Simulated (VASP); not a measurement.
Input of a VASP 6.6.1 run:

The input INCAR:

```
  PREC = Accurate
  ENCUT = 520
  EDIFF = 1E-7
  ISMEAR = -1
  SIGMA = 0.05
  LREAL = False
  LASPH = True
  NELM = 80
  ALGO = Normal
  ISIF = 2
  LWAVE = False
  LCHARG = False
  GGA = PE
  NBANDS = 12
```

KPOINTS

```
regular mesh
0
Gamma
  14 14 14
```

The input POSCAR:

```
Ti
1.0
    2.6391381769      0.0000000000      0.0000000000
    0.0000000000      2.6391381769      0.0000000000
    0.0000000000      0.0000000000      2.6391381769
Ti
1
Direct
    0.0000000000      0.0000000000      0.0000000000
```

Potentials or basis: VASP PAW PBE potentials, release 64 (Ti_sv).

Launch:

```sh
$ cat potpaw_PBE.64/Ti_sv/POTCAR > POTCAR
$ mpirun -np 1 vasp_std > vasp.out
```

(1) Estimate the band gap on the k mesh.

(2) What does it give for the pressure?

Answers

(1) zero (bands 6 and 7 overlap by 1.92 eV).

(2) -0.1 GPa.
